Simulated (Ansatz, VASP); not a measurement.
**One calculation of N, two programs**

INCAR

```
SYSTEM = N
  PREC = Accurate
  ENCUT = 520
  EDIFF = 1E-8
  ISMEAR = -1
  SIGMA = 0.08
  LREAL = .FALSE.
  LASPH = .TRUE.
  NELM = 60
  ALGO = Normal
  ISIF = 2
  LWAVE = .FALSE.
  LCHARG = .FALSE.
  GGA = PE
  LEFG = .TRUE.
  NBANDS = 12
```

File KPOINTS:

```
regular mesh
0
G
  13 13 13
  0 0 0
```

Contents of POSCAR:

```
N
1.0
    0.0000000000      2.0744868012      2.0744868012
    2.0744868012      0.0000000000      2.0744868012
    2.0744868012      2.0744868012      0.0000000000
N
2
Direct
    0.0000000000      0.0000000000      0.0000000000
    0.2500000000      0.2500000000      0.2500000000
```

Input for Ansatz:

```yaml
crystal:
  lattice:
    - [0.0, 2.0744868012, 2.0744868012]
    - [2.0744868012, 0.0, 2.0744868012]
    - [2.0744868012, 2.0744868012, 0.0]
  atoms:
    - { symbol: "N", position: [0.0, 0.0, 0.0] }
    - { symbol: "N", position: [0.25, 0.25, 0.25] }
kpoints:
  mp_grid: { grid: [13, 13, 13] }
scf:
  occupations: { method: fermi_dirac, width: 0.08 }
hamiltonian:
  xc: pbe
  pseudopotentials: { kind: paw }
output:
  forces: true
  stress: true
  eigenvalues: true
  efg: { contact_densities: true }
```

Change from the starting cell: volume scaled by 0.975, PAW files.

Alike in both runs: task electric field gradients; functional PBE; k mesh 13 × 13 × 13; occupations fermi-dirac, width 0.08 eV; no spin polarisation.

```csv
,VASP,Ansatz
version,VASP 6.6.1,Ansatz 0.2.0
potentials or method,"VASP PAW PBE potentials, release 64 (N)","PAW with Ansatz's default frozen-core files, scalar-relativistic"
plane-wave cutoff (eV),520,420
valence electrons in the cell,10,10
```

```csv
,VASP,Ansatz,Ansatz less VASP
pressure (GPa),4.1,4.1,-0.01
```

With one functional, cell and mesh, what is left measures potentials, basis and numerics.
